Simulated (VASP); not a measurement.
# PbF2 (P3_121) in VASP: single point with PBE

Aim: the single point of PbF2 with PBE.

All numbers are computed with VASP 6.6.1; they aren't measurements. Logs are shortened: lines on timing, memory, paths and dates and some standing lists are left out, and cuts for length are marked.

**1. The cell of the first run**

It takes space group P3_121 (No. 152, trigonal). Conventional cell: a = 7.454 Å, b = 7.454 Å, c = 3.875 Å, α = 90.00°, β = 90.00°, γ = 120.00°. Within 3.2 Å of Pb (site symmetry 2) lie 6 F at 2.42 to 2.58 Å. Within 3.2 Å of F (site symmetry 1) lie 3 Pb at 2.42 to 2.58 Å and 4 F at 2.91 to 3.01 Å.

**2. Single point, PBE**

Input file INCAR:

```
PREC     = Accurate       # precision mode
ENCUT    = 520            # plane-wave cutoff, eV
EDIFF    = 1E-7           # SCF threshold, eV
ISMEAR   = 0              # smearing method
SIGMA    = 0.02           # smearing width, eV
LREAL    = F              # projectors in reciprocal space
LASPH    = T              # aspherical terms in the spheres
NELM     = 60             # most SCF steps
ALGO     = Normal         # electronic algorithm
ISIF     = 2              # what is computed and relaxed
LWAVE    = F              # write WAVECAR
LCHARG   = F              # write CHGCAR
GGA      = PE             # functional
NBANDS   = 52             # bands
```

Input file KPOINTS:

```
regular mesh
0
Gamma
  6 6 6
```

Input file POSCAR:

```
PbF2
1.0
    7.4540051136      0.0000000000      0.0000000000
   -3.7270025568      6.4553577883      0.0000000000
    0.0000000000      0.0000000000      3.8746986674
Pb F
3 6
Direct
    0.4082907019      0.0000000000      0.3333333333
    0.0000000000      0.4082907019      0.6666666667
    0.5917092981      0.5917092981      0.0000000000
    0.2331146016      0.4338973460      0.1768979620
    0.5661026540      0.7992172555      0.5102312954
    0.2007827445      0.7668853984      0.8435646287
    0.4338973460      0.2331146016      0.8231020380
    0.7992172555      0.5661026540      0.4897687046
    0.7668853984      0.2007827445      0.1564353713
```

Potentials or basis: VASP PAW PBE potentials, release 64 (Pb_d, F).

Launch:

```console
> cat potpaw_PBE.64/Pb_d/POTCAR potpaw_PBE.64/F/POTCAR > POTCAR
> mpirun -np 1 vasp_std > vasp.out
```

OUTCAR:

```text
PREC = Accurate
   ENCUT = 520
   EDIFF = 1E-7
   ISMEAR = 0
   LREAL = F
   LASPH = T
   NELM = 60
   ISIF = 2
   GGA = PE

 ion  position               nearest neighbor table
   1  0.408  0.000  0.333-   9 2.42   5 2.42   6 2.52   7 2.52   7 2.58   6 2.58   3 4.12   3 4.12
                             2 4.12   2 4.12
   2  0.000  0.408  0.667-   6 2.42   8 2.42   9 2.52   4 2.52   4 2.58   9 2.58   3 4.12   3 4.12
                             1 4.12   1 4.12
   3  0.592  0.592  0.000-   7 2.42   4 2.42   5 2.52   8 2.52   5 2.58   8 2.58   1 4.12   1 4.12
                             2 4.12   2 4.12
   4  0.233  0.434  0.177-   3 2.42   2 2.52   2 2.58
   5  0.566  0.799  0.510-   1 2.42   3 2.52   3 2.58
   6  0.201  0.767  0.844-   2 2.42   1 2.52   1 2.58
   7  0.434  0.233  0.823-   3 2.42   1 2.52   1 2.58
   8  0.799  0.566  0.490-   2 2.42   3 2.52   3 2.58
   9  0.767  0.201  0.156-   1 2.42   2 2.52   2 2.58

  LATTYP: Found a hexagonal cell.
 ALAT       =     7.4540051136
 C/A-ratio  =     0.5198143291

  Lattice vectors:

 A1 = (   7.4540051136,   0.0000000000,   0.0000000000)
 A2 = (  -3.7270025568,   6.4553577883,   0.0000000000)
 A3 = (   0.0000000000,   0.0000000000,   3.8746986674)

Analysis of symmetry for initial positions (statically):
=====================================================================
 Subroutine PRICEL returns:
 Original cell was already a primitive cell.

 Routine SETGRP: Setting up the symmetry group for a
 hexagonal supercell.

 Subroutine GETGRP returns: Found  6 space group operations
 (whereof  2 operations were pure point group operations)
 out of a pool of 24 trial point group operations.

The static configuration has the point symmetry C_2 .
 The point group associated with its full space group is D_3 .

Analysis of symmetry for dynamics (positions and initial velocities):
=====================================================================
 Subroutine PRICEL returns:
 Original cell was already a primitive cell.

 Routine SETGRP: Setting up the symmetry group for a
 hexagonal supercell.

 Subroutine GETGRP returns: Found  6 space group operations
 (whereof  2 operations were pure point group operations)
 out of a pool of 24 trial point group operations.

The dynamic configuration has the point symmetry C_2 .
 The point group associated with its full space group is D_3 .

 Subroutine INISYM returns: Found  6 space group operations
 (whereof  2 operations are pure point group operations),
 and found     1 'primitive' translations

----------------------------------------------------------------------------------------

                                     Primitive cell

  volume of cell :     186.4438

  direct lattice vectors                    reciprocal lattice vectors
     7.454005114  0.000000000  0.000000000     0.134156066  0.077455041  0.000000000
    -3.727002557  6.455357788  0.000000000     0.000000000  0.154910081  0.000000000
     0.000000000  0.000000000  3.874698667     0.000000000  0.000000000  0.258084586

  length of vectors
     7.454005114  7.454005114  3.874698667     0.154910081  0.154910081  0.258084586

  position of ions in fractional coordinates (direct lattice)
     0.408290702  0.000000000  0.333333333
     0.000000000  0.408290702  0.666666667
     0.591709298  0.591709298  0.000000000
     0.233114602  0.433897346  0.176897962
     0.566102654  0.799217255  0.510231295
     0.200782745  0.766885398  0.843564629
     0.433897346  0.233114602  0.823102038
     0.799217255  0.566102654  0.489768705
     0.766885398  0.200782745  0.156435371

  ion indices of the primitive-cell ions
   primitive index   ion index
                 1           1
                 2           2
                 3           3
                 4           4
                 5           5
                 6           6
                 7           7
                 8           8
                 9           9

----------------------------------------------------------------------------------------

 KPOINTS: regular mesh

Automatic generation of k-mesh.
 Grid dimensions read from file:
 generate k-points for:    6    6    6

 Generating k-lattice:

  Cartesian coordinates                     Fractional coordinates (reciprocal lattice)
     0.022359344  0.012909173  0.000000000     0.166666667  0.000000000  0.000000000
     0.000000000  0.025818347  0.000000000     0.000000000  0.166666667  0.000000000
     0.000000000  0.000000000  0.043014098     0.000000000  0.000000000  0.166666667

  Length of vectors
     0.025818347  0.025818347  0.043014098

  Shift w.r.t. Gamma in fractional coordinates (k-lattice)
     0.000000000  0.000000000  0.000000000

 Subroutine IBZKPT returns following result:
 ===========================================

 Found     34 irreducible k-points:

 Following reciprocal coordinates:
            Coordinates               Weight
  0.000000  0.000000  0.000000      1.000000
  0.166667  0.000000  0.000000      6.000000
  0.333333  0.000000  0.000000      6.000000
  0.500000  0.000000  0.000000      3.000000
  0.166667  0.166667  0.000000      6.000000
  0.333333  0.166667  0.000000     12.000000
[... 16 lines left out ...]
  0.500000  0.000000  0.333333      6.000000
  0.166667  0.166667  0.333333     12.000000
 [... further k-points ...]
   k-points           NKPTS =     34   k-points in BZ     NKDIM =     34   number of bands    NBANDS=     52
   number of dos      NEDOS =    301   number of ions     NIONS =      9
   total plane-waves  NPLWV =  94080
   dimension x,y,z NGX =    56 NGY =   56 NGZ =   30
   dimension x,y,z NGXF=   112 NGYF=  112 NGZF=   60
   ions per type =               3   6
   NGX,Y,Z   is equivalent  to a cutoff of  12.49, 12.49, 12.87 a.u.
   NGXF,Y,Z  is equivalent  to a cutoff of  24.98, 24.98, 25.74 a.u.
 SYSTEM =  unknown system
   PREC   = accura    normal or accurate (medium, high low for compatibility)
   ISTART =      0    job   : 0-new  1-cont  2-samecut
   ICHARG =      2    charge: 1-file 2-atom 10-const
   ISPIN  =      1    spin polarized calculation?
   LNONCOLLINEAR =      F non collinear calculations
   LSORBIT =      F    spin-orbit coupling
   LASPH  =      T    aspherical Exc in radial PAW
   ENCUT  =  520.0 eV  38.22 Ry    6.18 a.u.  13.86 13.86  7.20*2*pi/ulx,y,z
   NELM   =     60;   NELMIN=  2; NELMDL= -5     # of ELM steps
   EDIFF  = 0.1E-06   stopping-criterion for ELM
   LREAL  =      F    real-space projection
   EDIFFG = 0.1E-05   stopping-criterion for IOM
   NSW    =      0    number of steps for IOM
   IBRION =     -1    ionic relax: 0-MD 1-quasi-New 2-CG
   NFREE  =      0    steps in history (QN), initial steepest desc. (CG)
   ISIF   =      2    stress and relaxation
   ISYM   =      2    0-nonsym 1-usesym 2-fastsym
   POTIM  = 0.5000    time-step for ionic-motion
   TEBEG  =    0.0;   TEEND  =   0.0 temperature during run
   PSTRESS=    0.0 pullay stress
   NELECT =      84.0000    total number of electrons
   NUPDOWN=      -1.0000    fix difference up-down
   EMIN   =  10.00;   EMAX   =-10.00  energy-range for DOS
   EFERMI =   0.00;   METHOD = LEGACY
   ISMEAR =     0;   SIGMA  =   0.02  broadening in eV -4-tet -1-fermi 0-gaus
   EFERMI_NEDOS =   21; number of points for ismear=-14 and -15
   IALGO  =     38    algorithm
   IMIX   =      4    mixing-type and parameters
     AMIX     =   0.40;   BMIX     =  1.00
     AMIX_MAG =   1.60;   BMIX_MAG =  1.00
  volume/ion in A,a.u.               =      20.72       139.80
  Fermi-wavevector in a.u.,A,eV,Ry     =   1.255024  2.371651 21.430327  1.575085
  Thomas-Fermi vector in A             =   2.388800
   LORBIT       =      0    0 simple, 1 ext, 2 COOP (PROOUT), +10 PAW based schemes
   GGA     = PE    functional components
   LHFCALC =     F    Hartree Fock is set to
   AEXX    =    0.0000 exact exchange contribution
   IVDW    =     0    specifies the selected vdW correction
   LEPSILON=     F    determine dielectric tensor
   LRPA    =     F    only Hartree local field effects (RPA)
 non-spin polarized calculation
 Gauss-broadening in eV      SIGMA  =   0.02
  energy-cutoff  :      520.00
  volume of cell :      186.44
 maximum number of plane-waves:      5058
   NGX = 27   NGY = 27   NGZ = 15

 number of electron      83.9999962 magnetization

 Free energy of the ion-electron system (eV)
  ---------------------------------------------------
  ext. energy  EPLUGINS =         0.00000000
  ---------------------------------------------------
  free energy    TOTEN  =       -42.04727083 eV

  energy without entropy =      -42.04727083  energy(sigma->0) =      -42.04727083

 E-fermi :   0.8426     XC(G=0):  -8.4274

 val. band max:        0.6949001136   @ k =   0.0000   0.0000   0.3333
 cond. band min:       4.5041002236   @ k =   0.5000   0.0000   0.0000
 fundamental gap:      3.8092001100
 Fermi energy:         0.8425782347

 k-point     1 :       0.0000    0.0000    0.0000
  band No.  band energies     occupation
      1     -20.3766      2.00000
      2     -20.1200      2.00000
      3     -20.1169      2.00000
      4     -20.1169      2.00000
      5     -20.0512      2.00000
      6     -20.0512      2.00000
[... 44 lines left out ...]
     51       8.5085      0.00000
     52       9.4735      0.00000

 k-point     2 :       0.1667    0.0000    0.0000
  band No.  band energies     occupation
      1     -20.3653      2.00000
      2     -20.1531      2.00000
      3     -20.1244      2.00000
      4     -20.1165      2.00000
      5     -20.0448      2.00000
      6     -20.0292      2.00000
[... 44 lines left out ...]
     51       8.5332      0.00000
     52       9.8767      0.00000

 k-point     3 :       0.3333    0.0000    0.0000
  band No.  band energies     occupation
      1     -20.3342      2.00000
      2     -20.2095      2.00000
      3     -20.1351      2.00000
      4     -20.1164      2.00000
      5     -20.0342      2.00000
      6     -20.0040      2.00000
[... 44 lines left out ...]
     51       8.5620      0.00000
     52       9.9907      0.00000
[... 1046 lines left out ...]
 k-point    23 :       0.5000    0.0000    0.3333
  band No.  band energies     occupation
      1     -20.2418      2.00000
      2     -20.2044      2.00000
      3     -20.1533      2.00000
      4     -20.1351      2.00000
      5     -20.0234      2.00000
      6     -20.0146      2.00000
[... 44 lines left out ...]
     51       7.8694      0.00000
     52      10.5727      0.00000

 k-point    24 :       0.1667    0.1667    0.3333
  band No.  band energies     occupation
      1     -20.2655      2.00000
      2     -20.1813      2.00000
      3     -20.1574      2.00000
      4     -20.1158      2.00000
      5     -20.0310      2.00000
      6     -20.0215      2.00000
[... 44 lines left out ...]
     51       7.9348      0.00000
     52      10.5786      0.00000

 [... further k-points ...]
[... 5 lines left out ...]
  --------------------------------------------------------------------------------------
  -------------------------------------------------------------------------------------
  Total       -0.1726265     -0.1726265     -0.2675736      0.0000000      0.0000000     -0.0000000
  in kB       -1.4834406     -1.4834406     -2.2993544      0.0000000      0.0000000     -0.0000000
  external PRESSURE =      -1.7554119 kB  Pullay stress =       0.0000000 kB

 VOLUME and BASIS-vectors are now :
 -----------------------------------------------------------------------------
  energy-cutoff  :      520.00
  volume of cell :      186.44
      direct lattice vectors                 reciprocal lattice vectors
     7.454005114  0.000000000  0.000000000     0.134156066  0.077455041  0.000000000
    -3.727002557  6.455357788  0.000000000     0.000000000  0.154910081  0.000000000
     0.000000000  0.000000000  3.874698667     0.000000000  0.000000000  0.258084586

 POSITION                                       TOTAL-FORCE (eV/Angst)
 -----------------------------------------------------------------------------------
      3.04340      0.00000      1.29157        -0.012497     -0.000000      0.000000
     -1.52170      2.63566      2.58313         0.006248     -0.010822      0.000000
      2.20530      3.81970      0.00000         0.006248      0.010822      0.000000
      0.12050      2.80096      0.68543        -0.006526     -0.002359      0.003640
      1.24105      5.15923      1.97699         0.005305     -0.004472      0.003640
     -1.36155      4.95052      3.26856         0.001220      0.006831      0.003640
      2.36545      1.50484      3.18927         0.001220     -0.006831     -0.003640
      3.84750      3.65440      1.89771        -0.006526      0.002359     -0.003640
      4.96805      1.29612      0.60614         0.005305      0.004472     -0.003640
 -----------------------------------------------------------------------------------
    total drift:                                0.000000     -0.000000      0.000000

  FREE ENERGIE OF THE ION-ELECTRON SYSTEM (eV)
  ---------------------------------------------------
  free  energy   TOTEN  =       -42.0472708276 eV

  energy  without entropy=      -42.0472708276  energy(sigma->0) =      -42.04727083
```

It took 8.3 min on 1 thread of Intel Xeon 8259CL, shared host; peak memory 0.45 GiB.

Results:

| Property | Result |
| --- | --- |
| Free energy | -42.0473 eV |
| Pressure | -0.2 GPa |
| Largest force | 0.012 eV/Å |
| Band gap on the k mesh | 3.81 eV (least direct gap 4.34 eV) |

Forces on the atoms (eV/Å):
```
Pb  -0.012  0.000  0.000
Pb   0.006 -0.011  0.000
Pb   0.006  0.011  0.000
F   -0.007 -0.002  0.004
F    0.005 -0.004  0.004
F    0.001  0.007  0.004
F    0.001 -0.007 -0.004
F   -0.007  0.002 -0.004
F    0.005  0.004 -0.004
```

Caveat: spin-orbit coupling is left out, which moves the levels of the heavy elements.
